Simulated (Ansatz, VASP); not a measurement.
InP in VASP and in Ansatz

INCAR

```
PREC = Accurate ; ENCUT = 520
EDIFF = 1E-6 ; ISMEAR = 0
SIGMA = 0.05 ; LREAL = F
LASPH = T ; NELM = 100
ALGO = Normal ; ISIF = 2
LWAVE = F ; LCHARG = F
GGA = PS ; NBANDS = 16
```

The input KPOINTS:

```
Automatic mesh
0
Gamma
  14 14 14
```

POSCAR

```
InP
1.0
    0.0000000000      2.7733112989      2.7733112989
    2.7733112989      0.0000000000      2.7733112989
    2.7733112989      2.7733112989      0.0000000000
In P
1 1
Direct
    0.0000000000      0.0000000000      0.0000000000
    0.2500000000      0.2500000000      0.2500000000
```

Input for Ansatz:

```yaml
crystal:
  lattice:
    - [0.0, 2.7733112989, 2.7733112989]
    - [2.7733112989, 0.0, 2.7733112989]
    - [2.7733112989, 2.7733112989, 0.0]
  atoms:
    - { symbol: In, position: [0.0, 0.0, 0.0] }
    - { symbol: P, position: [0.25, 0.25, 0.25] }
basis:
  ecutwfc: 420
  ecutrho_ratio: 4
kpoints:
  mp_grid: { grid: [14, 14, 14] }
hamiltonian:
  xc: pbesol
scf:
  occupations: { method: gaussian, width: 0.05 }
output:
  forces: true
  stress: true
  eigenvalues: true
```

Alike in both runs: task single point; functional PBEsol; k mesh 14 × 14 × 14; occupations gaussian, width 0.05 eV; no spin polarisation.

```csv
,VASP,Ansatz
version,VASP 6.6.1,Ansatz 0.2.0
potentials or method,"VASP PAW PBE potentials, release 64 (In_d, P), cutoff 520 eV","scalar-relativistic, plane waves, PAW"
valence electrons in the cell,18,18
```

```tsv
	VASP	Ansatz	Ansatz less VASP
gap on the k mesh at the Fermi level (eV)	1.30	1.30	+0.002
least direct gap on the mesh (eV)	1.47	1.47	0.000
pressure (GPa)	17.2	17.3	+0.09
```

VASP's potentials were made for PBE, not for PBEsol. With one functional, cell and mesh, what is left measures potentials, basis and numerics.
